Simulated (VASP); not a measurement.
# Ca (I4/mmm) in VASP: single point with PBEsol

Aim: the single point of Ca with PBEsol.

All numbers are computed with VASP 6.6.1; they aren't measurements. Logs are shortened: lines on timing, memory, paths and dates and some standing lists are left out, and cuts for length are marked.

### Step 1. The cell of the first run

It takes space group I4/mmm (No. 139, tetragonal). The conventional cell has a = 5.270 Å, b = 5.270 Å, c = 7.425 Å, α = 90.00°, β = 90.00°, γ = 90.00°.

### Step 2. Single point, PBEsol

Contents of INCAR:

```
PREC = Accurate
ENCUT = 520
EDIFF = 1E-7
ISMEAR = -1
SIGMA = 0.1
LREAL = False
LASPH = True
NELM = 60
ALGO = Normal
ISIF = 2
LWAVE = False
LCHARG = True
GGA = PS
LELF = True
LVHAR = True
NBANDS = 11
```

Contents of KPOINTS:

```
regular mesh
0
Gamma
  6 6 6
```

Contents of POSCAR:

```
Ca
1.0
   -2.6347529500      2.6347529500      3.7126076600
    2.6347529500     -2.6347529500      3.7126076600
    2.6347529500      2.6347529500     -3.7126076600
Ca
1
Direct
    0.0000000000      0.0000000000      0.0000000000
```

Potentials or basis: VASP PAW PBE potentials, release 64 (Ca_sv).

Command:

```sh
$ cat potpaw_PBE.64/Ca_sv/POTCAR > POTCAR
$ mpirun -np 1 vasp_std > vasp.out
```

OUTCAR:

```text
PREC = Accurate
   ENCUT = 520
   EDIFF = 1E-7
   ISMEAR = -1
   LREAL = False
   LASPH = True
   NELM = 60
   ISIF = 2
   GGA = PS

 ion  position               nearest neighbor table
   1  0.000  0.000  0.000-

  LATTYP: Found a body centered tetragonal cell.
 ALAT       =     5.2695059000
 C/A-ratio  =     1.4090913761

  Lattice vectors:

 A1 = (  -2.6347529500,   2.6347529500,   3.7126076600)
 A2 = (   2.6347529500,  -2.6347529500,   3.7126076600)
 A3 = (   2.6347529500,   2.6347529500,  -3.7126076600)

Analysis of symmetry for initial positions (statically):
=====================================================================
 Subroutine PRICEL returns:
 Original cell was already a primitive cell.

 Routine SETGRP: Setting up the symmetry group for a
 body centered tetragonal supercell.

 Subroutine GETGRP returns: Found 16 space group operations
 (whereof 16 operations were pure point group operations)
 out of a pool of 16 trial point group operations.

The static configuration has the point symmetry D_4h.

Analysis of symmetry for dynamics (positions and initial velocities):
=====================================================================
 Subroutine PRICEL returns:
 Original cell was already a primitive cell.

 Routine SETGRP: Setting up the symmetry group for a
 body centered tetragonal supercell.

 Subroutine GETGRP returns: Found 16 space group operations
 (whereof 16 operations were pure point group operations)
 out of a pool of 16 trial point group operations.

The dynamic configuration has the point symmetry D_4h.

 Subroutine INISYM returns: Found 16 space group operations
 (whereof 16 operations are pure point group operations),
 and found     1 'primitive' translations

----------------------------------------------------------------------------------------

                                     Primitive cell

  volume of cell :     103.0905

  direct lattice vectors                    reciprocal lattice vectors
    -2.634752950  2.634752950  3.712607660     0.000000000  0.189771113  0.134676229
     2.634752950 -2.634752950  3.712607660     0.189771113  0.000000000  0.134676229
     2.634752950  2.634752950 -3.712607660     0.189771113  0.189771113  0.000000000

  length of vectors
     5.259971659  5.259971659  5.259971659     0.232703163  0.232703163  0.268376882

  position of ions in fractional coordinates (direct lattice)
     0.000000000  0.000000000  0.000000000

  ion indices of the primitive-cell ions
   primitive index   ion index
                 1           1

----------------------------------------------------------------------------------------

 KPOINTS: regular mesh

Automatic generation of k-mesh.
 Grid dimensions read from file:
 generate k-points for:    6    6    6

 Generating k-lattice:

  Cartesian coordinates                     Fractional coordinates (reciprocal lattice)
     0.000000000  0.031628519  0.022446038     0.166666667  0.000000000  0.000000000
     0.031628519  0.000000000  0.022446038     0.000000000  0.166666667  0.000000000
     0.031628519  0.031628519  0.000000000     0.000000000  0.000000000  0.166666667

  Length of vectors
     0.038783860  0.038783860  0.044729480

  Shift w.r.t. Gamma in fractional coordinates (k-lattice)
     0.000000000  0.000000000  0.000000000

 Subroutine IBZKPT returns following result:
 ===========================================

 Found     30 irreducible k-points:

 Following reciprocal coordinates:
            Coordinates               Weight
  0.000000  0.000000  0.000000      1.000000
  0.166667 -0.000000  0.000000      8.000000
  0.333333  0.000000  0.000000      8.000000
  0.500000 -0.000000  0.000000      4.000000
  0.166667  0.166667  0.000000      8.000000
  0.333333  0.166667  0.000000     16.000000
[... 16 lines left out ...]
 -0.333333 -0.333333  0.166667      8.000000
 -0.166667 -0.333333  0.166667      8.000000
 [... further k-points ...]
   k-points           NKPTS =     30   k-points in BZ     NKDIM =     30   number of bands    NBANDS=     11
   number of dos      NEDOS =    301   number of ions     NIONS =      1
   total plane-waves  NPLWV =  64000
   dimension x,y,z NGX =    40 NGY =   40 NGZ =   40
   dimension x,y,z NGXF=    80 NGYF=   80 NGZF=   80
   ions per type =               1
   NGX,Y,Z   is equivalent  to a cutoff of  12.64, 12.64, 12.64 a.u.
   NGXF,Y,Z  is equivalent  to a cutoff of  25.28, 25.28, 25.28 a.u.
 SYSTEM =  unknown system
   PREC   = accura    normal or accurate (medium, high low for compatibility)
   ISTART =      0    job   : 0-new  1-cont  2-samecut
   ICHARG =      2    charge: 1-file 2-atom 10-const
   ISPIN  =      1    spin polarized calculation?
   LNONCOLLINEAR =      F non collinear calculations
   LSORBIT =      F    spin-orbit coupling
   LASPH  =      T    aspherical Exc in radial PAW
   ENCUT  =  520.0 eV  38.22 Ry    6.18 a.u.   9.78  9.78  9.78*2*pi/ulx,y,z
   NELM   =     60;   NELMIN=  2; NELMDL= -5     # of ELM steps
   EDIFF  = 0.1E-06   stopping-criterion for ELM
   LREAL  =      F    real-space projection
   EDIFFG = 0.1E-05   stopping-criterion for IOM
   NSW    =      0    number of steps for IOM
   IBRION =     -1    ionic relax: 0-MD 1-quasi-New 2-CG
   NFREE  =      0    steps in history (QN), initial steepest desc. (CG)
   ISIF   =      2    stress and relaxation
   ISYM   =      2    0-nonsym 1-usesym 2-fastsym
   POTIM  = 0.5000    time-step for ionic-motion
   TEBEG  =    0.0;   TEEND  =   0.0 temperature during run
   PSTRESS=    0.0 pullay stress
   NELECT =      10.0000    total number of electrons
   NUPDOWN=      -1.0000    fix difference up-down
   EMIN   =  10.00;   EMAX   =-10.00  energy-range for DOS
   EFERMI =   0.00;   METHOD = LEGACY
   ISMEAR =    -1;   SIGMA  =   0.10  broadening in eV -4-tet -1-fermi 0-gaus
   EFERMI_NEDOS =   21; number of points for ismear=-14 and -15
   IALGO  =     38    algorithm
   IMIX   =      4    mixing-type and parameters
     AMIX     =   0.40;   BMIX     =  1.00
     AMIX_MAG =   1.60;   BMIX_MAG =  1.00
  volume/ion in A,a.u.               =     103.09       695.69
  Fermi-wavevector in a.u.,A,eV,Ry     =   0.752203  1.421458  7.698309  0.565810
  Thomas-Fermi vector in A             =   1.849360
   LORBIT       =      0    0 simple, 1 ext, 2 COOP (PROOUT), +10 PAW based schemes
   GGA     = PS    functional components
   LHFCALC =     F    Hartree Fock is set to
   AEXX    =    0.0000 exact exchange contribution
   IVDW    =     0    specifies the selected vdW correction
   LEPSILON=     F    determine dielectric tensor
   LRPA    =     F    only Hartree local field effects (RPA)
 non-spin polarized calculation
  energy-cutoff  :      520.00
  volume of cell :      103.09
 maximum number of plane-waves:      2794
   NGX = 19   NGY = 19   NGZ = 19

 number of electron      10.0000000 magnetization

 number of electron       9.9999997 magnetization

 Free energy of the ion-electron system (eV)
  ---------------------------------------------------
  ext. energy  EPLUGINS =         0.00000000
  ---------------------------------------------------
  free energy    TOTEN  =        -0.96583154 eV

  energy without entropy =       -0.91755725  energy(sigma->0) =       -0.94169439

 E-fermi :  -0.5787     XC(G=0):  -5.4458

 val. band max:       -0.7038426277   @ k =   0.5000  -0.0000   0.0000
 cond. band min:      -0.4618955501   @ k =   0.5000   0.5000   0.1667
 fundamental gap:      0.2419470776
 Fermi energy:        -0.5786659937

 k-point     1 :       0.0000    0.0000    0.0000
  band No.  band energies     occupation
      1     -44.2940      2.00000
      2     -25.2902      2.00000
      3     -25.2902      2.00000
      4     -25.2901      2.00000
      5      -3.1105      2.00000
      6       0.5864      0.00002
      7       0.5864      0.00002
      8       0.5927      0.00002
      9       0.9082      0.00000
     10       0.9147      0.00000
     11       4.8817      0.00000

 k-point     2 :       0.1667   -0.0000    0.0000
  band No.  band energies     occupation
      1     -44.2939      2.00000
      2     -25.2909      2.00000
      3     -25.2904      2.00000
      4     -25.2903      2.00000
      5      -2.8736      2.00000
      6       0.4498      0.00007
      7       0.6310      0.00001
      8       0.6358      0.00001
      9       0.8920      0.00000
     10       0.8968      0.00000
     11       3.3546      0.00000

 k-point     3 :       0.3333    0.0000    0.0000
  band No.  band energies     occupation
      1     -44.2939      2.00000
      2     -25.2924      2.00000
      3     -25.2906      2.00000
      4     -25.2906      2.00000
      5      -2.1937      2.00000
      6       0.0047      0.00584
      7       0.6083      0.00001
      8       0.6149      0.00001
      9       1.0070      0.00000
     10       1.0071      0.00000
     11       1.6971      0.00000

 k-point     4 :       0.5000   -0.0000    0.0000
  band No.  band energies     occupation
      1     -44.2939      2.00000
      2     -25.2931      2.00000
      3     -25.2907      2.00000
      4     -25.2907      2.00000
      5      -1.4310      1.99960
      6      -0.7038      1.55521
      7       0.5661      0.00002
      8       0.5730      0.00002
      9       1.1161      0.00000
     10       1.1187      0.00000
     11       1.1341      0.00000
[... 239 lines left out ...]
 k-point    22 :      -0.1667    0.5000    0.1667
  band No.  band energies     occupation
      1     -44.2938      2.00000
      2     -25.2929      2.00000
      3     -25.2911      2.00000
      4     -25.2909      2.00000
      5      -1.3809      1.99934
      6      -0.4438      0.41231
      7       0.4410      0.00007
      8       0.6629      0.00001
      9       1.0924      0.00000
     10       1.1256      0.00000
     11       1.1456      0.00000

 k-point    23 :      -0.3333   -0.3333    0.1667
  band No.  band energies     occupation
      1     -44.2938      2.00000
      2     -25.2924      2.00000
      3     -25.2915      2.00000
      4     -25.2910      2.00000
      5      -1.5924      1.99992
      6       0.0580      0.00343
      7       0.2816      0.00037
      8       0.7872      0.00000
      9       0.9515      0.00000
     10       1.1199      0.00000
     11       1.5849      0.00000

 k-point    24 :      -0.1667   -0.3333    0.1667
  band No.  band energies     occupation
      1     -44.2939      2.00000
      2     -25.2920      2.00000
      3     -25.2908      2.00000
      4     -25.2908      2.00000
      5      -2.2546      2.00000
      6       0.1912      0.00091
      7       0.5459      0.00003
      8       0.7084      0.00001
      9       0.8811      0.00000
     10       1.0460      0.00000
     11       2.1671      0.00000

 [... further k-points ...]
[... 5 lines left out ...]
  --------------------------------------------------------------------------------------
  -------------------------------------------------------------------------------------
  Total       -1.7092663     -1.7092663     -1.7090908      0.0000000      0.0000000      0.0000000
  in kB      -26.5644885    -26.5644885    -26.5617612      0.0000000      0.0000000      0.0000000
  external PRESSURE =     -26.5635794 kB  Pullay stress =       0.0000000 kB

 VOLUME and BASIS-vectors are now :
 -----------------------------------------------------------------------------
  energy-cutoff  :      520.00
  volume of cell :      103.09
      direct lattice vectors                 reciprocal lattice vectors
    -2.634752950  2.634752950  3.712607660     0.000000000  0.189771113  0.134676229
     2.634752950 -2.634752950  3.712607660     0.189771113  0.000000000  0.134676229
     2.634752950  2.634752950 -3.712607660     0.189771113  0.189771113  0.000000000

 POSITION                                       TOTAL-FORCE (eV/Angst)
 -----------------------------------------------------------------------------------
      0.00000      0.00000      0.00000         0.000000      0.000000     -0.000000
 -----------------------------------------------------------------------------------
    total drift:                               -0.000000     -0.000000     -0.000000

  FREE ENERGIE OF THE ION-ELECTRON SYSTEM (eV)
  ---------------------------------------------------
  free  energy   TOTEN  =        -0.9658315431 eV

  energy  without entropy=       -0.9175572456  energy(sigma->0) =       -0.94169439
```

It took 49 s on 1 thread of AMD EPYC 7R43 (Zen 3), shared host; peak memory 0.21 GiB.

Results:

```yaml
Free_energy: -0.9658 eV
Pressure: -2.7 GPa
Band_gap_on_the_k_mesh: zero (band 5 reaches -0.45 eV, above the bottom of band 6 at -0.70 eV)
```

Levels at points of the mesh, in eV from the Fermi level:
```tsv
k point	band 1	band 2	band 3	band 4	band 5	band 6	band 7	band 8	band 9	band 10
(0.00, 0.00, 0.00)	-43.72	-24.71	-24.71	-24.71	-2.53	1.17	1.17	1.17	1.49	1.49
(0.50, 0.00, 0.00)	-43.72	-24.71	-24.71	-24.71	-0.85	-0.13	1.14	1.15	1.69	1.70
(0.50, 0.50, 0.00)	-43.72	-24.71	-24.71	-24.71	-0.19	0.34	0.60	1.59	1.69	1.75
(0.50, 0.50, 0.50)	-43.72	-24.71	-24.71	-24.71	-0.17	0.35	0.60	1.60	1.69	1.75
```

Caveat: the PAW data sets were made with another functional, which shifts forces and pressure a little.
